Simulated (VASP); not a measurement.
Input of a VASP 6.6.1 run:

The input INCAR:

```
SYSTEM = ZrO2
PREC     = Accurate       ! precision mode
ENCUT    = 600            ! plane-wave cutoff, eV
EDIFF    = 1E-6           ! SCF threshold, eV
ISMEAR   = 0              ! smearing method
SIGMA    = 0.01           ! smearing width, eV
LREAL    = .FALSE.        ! projectors in reciprocal space
LASPH    = .TRUE.         ! aspherical terms in the spheres
NELM     = 120            ! most SCF steps
ALGO     = Normal         ! electronic algorithm
ISIF     = 2              ! what is computed and relaxed
LWAVE    = .FALSE.        ! write WAVECAR
LCHARG   = .FALSE.        ! write CHGCAR
GGA      = PE             ! functional
NBANDS   = 19             ! bands
GGA_COMPAT= .FALSE.
```

File KPOINTS:

```
regular mesh
0
G
  8 8 8
  0 0 0
```

File POSCAR:

```
ZrO2
1.0
    0.0000000000      2.5578957514      2.5578957514
    2.5578957514      0.0000000000      2.5578957514
    2.5578957514      2.5578957514      0.0000000000
Zr O
1 2
Direct
    0.0000000000      0.0000000000      0.0000000000
    0.2500000000      0.2500000000      0.2500000000
    0.7500000000      0.7500000000      0.7500000000
```

Potentials or basis: VASP PAW PBE potentials, release 64 (Zr_sv, O).

The run is started by

```console
$ cat potpaw_PBE.64/Zr_sv/POTCAR potpaw_PBE.64/O/POTCAR > POTCAR
$ mpirun -np 1 vasp_std > vasp.out
```

Question: Estimate the band gap on the k mesh.

Answer: 3.31 eV (least direct gap 3.74 eV).

Question: Estimate the pressure.

Answer: 0.1 GPa.

A k mesh can miss the band edges.
